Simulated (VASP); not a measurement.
Wanted: the native input for a VASP 6.6.1 run.

```yaml
Task: single point
Functional: PBE
Potentials_or_basis: VASP PAW PBE potentials, release 64 (Sc_sv, Y_sv, As)
Cutoff: 520 eV
k_mesh: 6 × 6 × 6
Occupations: fermi-dirac, width 0.02 eV
Spin: no spin polarisation
Dipole_correction: no
Further_INCAR_settings: ALGO = Normal; EDIFF = 1e-07; NBANDS = 24
```

The structure of YScAs2 lies in POSCAR:

```
YScAs2
1.0
    2.0004088394      1.1549365819      6.5150607691
   -2.0004088394      1.1549365819      6.5150607691
    0.0000000000     -2.3098731639      6.5150607691
Sc Y As
1 1 2
Direct
    1.0000000000      0.0000000000      0.0000000000
    0.5000000000      0.5000000000      0.5000000000
    0.2550272552      0.2550272552      0.2550272552
    0.7449727448      0.7449727448      0.7449727448
```

One way to write it, as run:

INCAR

```
SYSTEM = YScAs2
  ALGO = Normal
  EDIFF = 1E-7
  ENCUT = 520
  GGA = PE
  ISIF = 2
  ISMEAR = -1
  LASPH = .True.
  LCHARG = .False.
  LREAL = .False.
  LWAVE = .False.
  NBANDS = 24
  NELM = 60
  PREC = Accurate
  SIGMA = 0.02
```

KPOINTS

```
k-points
0
Gamma
  6 6 6
  0 0 0
```

Potentials or basis: VASP PAW PBE potentials, release 64 (Sc_sv, Y_sv, As).

Run with:

```sh
$ cat potpaw_PBE.64/Sc_sv/POTCAR potpaw_PBE.64/Y_sv/POTCAR potpaw_PBE.64/As/POTCAR > POTCAR
$ mpirun -np 1 vasp_std > vasp.out
```

Results of the run:

- Pressure: 0.3 GPa
- Largest force: 0.012 eV/Å
- Band gap on the k mesh: zero (bands 16 and 17 overlap by 1.20 eV)

Run time: 3.3 min on 1 thread of Intel(R) Xeon(R) Platinum 8488C (Sapphire Rapids), on a shared host, peak memory 0.45 GiB.
